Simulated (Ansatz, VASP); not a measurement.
One calculation of Br, two programs

```
CELL_PARAMETERS angstrom
4.55023 0.00000 0.00000
0.00000 4.55023 0.00000
0.00000 0.00000 4.55023
ATOMIC_POSITIONS crystal
Br 0.50000 0.00000 0.00000
Br 0.00000 0.50000 0.00000
Br 0.00000 0.00000 0.50000
```

Alike in both runs: functional PBE; k mesh 10 × 10 × 10; occupations gaussian, width 0.1 eV; no spin polarisation.

Ansatz relaxed the structure, and its values are those at the end. VASP's run is a single point on that final structure, the one shown.

|  | VASP | Ansatz |
| --- | --- | --- |
| version | VASP 6.6.1 | Ansatz 0.2.0 |
| potentials or method | VASP PAW PBE potentials, release 64 (Br), cutoff 520 eV | scalar-relativistic, plane waves, PAW |
| valence electrons in the cell | 21 | 21 |

```csv
,VASP,Ansatz,Ansatz less VASP
gap on the k mesh at the Fermi level (eV),none,none,-
pressure (GPa),0.0,0.0,0.00
```

A gap of «none» marks a metal or a gap that the smearing closes.
